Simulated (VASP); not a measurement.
Write the native input for VASP 6.6.1 that does the following.

```yaml
Task: single point
Functional: r2SCAN
Potentials_or_basis: VASP PAW PBE potentials, release 64 (W_sv)
Cutoff: 520 eV
k_mesh: 16 × 16 × 16
Occupations: gaussian, width 0.05 eV
Spin: no spin polarisation
Dipole_correction: no
Further_INCAR_settings: ALGO = Normal; EDIFF = 1e-06; NBANDS = 13
```

Crystal: W.

```
W
1.0
    -1.58000    1.58000    1.58000
     1.58000   -1.58000    1.58000
     1.58000    1.58000   -1.58000
W
1
Direct
  0.00000 0.00000 0.00000
```

These files were run (other wordings do the same):

POSCAR

```
W
1.0
   -1.5799983977      1.5799983977      1.5799983977
    1.5799983977     -1.5799983977      1.5799983977
    1.5799983977      1.5799983977     -1.5799983977
W
1
Direct
    0.0000000000      0.0000000000      0.0000000000
```

INCAR.step1

```
PREC = Accurate
ENCUT = 520
ISMEAR = 0
SIGMA = 0.05
LREAL = False
LASPH = True
NELM = 60
NBANDS = 13
GGA = PE
ALGO = Normal
EDIFF = 1E-4
LWAVE = True
LCHARG = False
```

INCAR.step2

```
PREC = Accurate
ENCUT = 520
EDIFF = 1E-6
ISMEAR = 0
SIGMA = 0.05
LREAL = False
LASPH = True
NELM = 60
ALGO = Normal
ISIF = 2
LWAVE = False
LCHARG = False
METAGGA = R2SCAN
LMIXTAU = True
NBANDS = 13
ISTART = 1
```

KPOINTS

```
regular mesh
0
Gamma
  16 16 16
```

Potentials or basis: VASP PAW PBE potentials, release 64 (W_sv).

Launch:

```console
$ cat potpaw_PBE.64/W_sv/POTCAR > POTCAR
$ cp INCAR.step1 INCAR
$ mpirun -np 1 vasp_std > vasp.out
$ cp INCAR.step2 INCAR
$ mpirun -np 1 vasp_std > vasp.out
```

It gave:

```yaml
Pressure: 3.8 GPa
Band_gap_on_the_k_mesh: zero (bands 7 and 8 overlap by 6.66 eV)
```

Caveat: the cell stands under pressure; the PAW data sets were made with another functional, which shifts forces and pressure a little; spin-orbit coupling is left out, which moves the levels of the heavy elements.

Run time: 110 s on 1 thread of Intel Xeon 8259CL, with other jobs on the host, peak memory 0.15 GiB.
